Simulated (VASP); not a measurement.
**Ti5Al16 (a cell with a defect): single point with PBE**

Ti5Al16 (a cell with a defect):

```
Ti Al
1.0
    -5.76802   -1.92267    4.31140
    -1.92267    5.76802   -4.31140
     1.92267   -5.76802   -4.31140
Ti Al
5 16
Direct
  0.34163 0.56000 0.77077
  0.05856 0.02917 0.01858
  0.20001 0.80217 0.40213
  0.81611 0.21953 0.61133
  0.58421 0.39538 0.20355
  0.81231 0.65903 0.11419
  0.40855 0.10945 0.32806
  0.58775 0.90201 0.64650
  0.20010 0.30272 0.90280
  0.99175 0.51974 0.50114
  0.70026 0.11049 0.21051
  0.29777 0.45671 0.35512
  0.49337 0.25114 0.75316
  0.10244 0.65743 0.95905
  0.90682 0.85987 0.55789
  0.50351 0.74781 0.23489
  0.08764 0.13670 0.43395
  0.31269 0.94644 0.84928
  0.89667 0.33156 0.04442
  0.70010 0.54526 0.64528
  0.69998 0.84176 0.94154
```

```json
{
 "Program": "VASP 6.6.1",
 "Task": "single point",
 "Functional": "PBE",
 "Potentials or basis": "VASP PAW PBE potentials, release 64 (Ti_sv, Al)",
 "Cutoff": "520 eV",
 "k mesh": "4 × 4 × 4, shifted",
 "Occupations": "gaussian, width 0.1 eV",
 "Spin": "no spin polarisation",
 "Dipole correction": "no",
 "Further INCAR settings": "LREAL = Auto; ALGO = Normal; EDIFF = 1e-07; NBANDS = 70"
}
```

The pressure is 10.3 GPa and the largest force is 0.331 eV/Å. The band gap on the k mesh is zero (bands 54 and 55 overlap by 0.11 eV).

Forces on the atoms (eV/Å):
```
Ti  -0.004 -0.012  0.090
Ti   0.012  0.009  0.080
Ti  -0.001  0.011  0.003
Ti   0.016 -0.015 -0.027
Ti  -0.022  0.015 -0.031
Al  -0.019  0.043  0.209
Al   0.014  0.013 -0.087
Al   0.019 -0.042  0.212
Al   0.002  0.002  0.015
Al  -0.014 -0.016 -0.088
Al   0.004 -0.002 -0.245
Al   0.034  0.024  0.044
Al   0.040 -0.025  0.060
Al  -0.040 -0.026  0.041
Al  -0.038  0.024  0.061
Al  -0.045  0.049  0.050
Al   0.039  0.036  0.036
Al  -0.041 -0.038  0.037
Al   0.043 -0.046  0.054
Al   0.001  0.000 -0.183
Al   0.000 -0.003 -0.331
```

Stress tensor (GPa, compression positive):
```
12.19 -0.37  0.01
-0.37 10.31  0.00
 0.01  0.00  8.30
```

Levels at points of the mesh, in eV from the Fermi level:
```
           k point  band 50  band 51  band 52  band 53  band 54  band 55  band 56  band 57  band 58  band 59
(0.12, 0.12, 0.12)    -0.78    -0.71    -0.56    -0.35    -0.16     0.02     0.46     0.74     0.91     0.98
```

It took 19 min on 1 thread of Intel(R) Xeon(R) Platinum 8488C (Sapphire Rapids), on a shared host, peak memory 0.69 GiB.
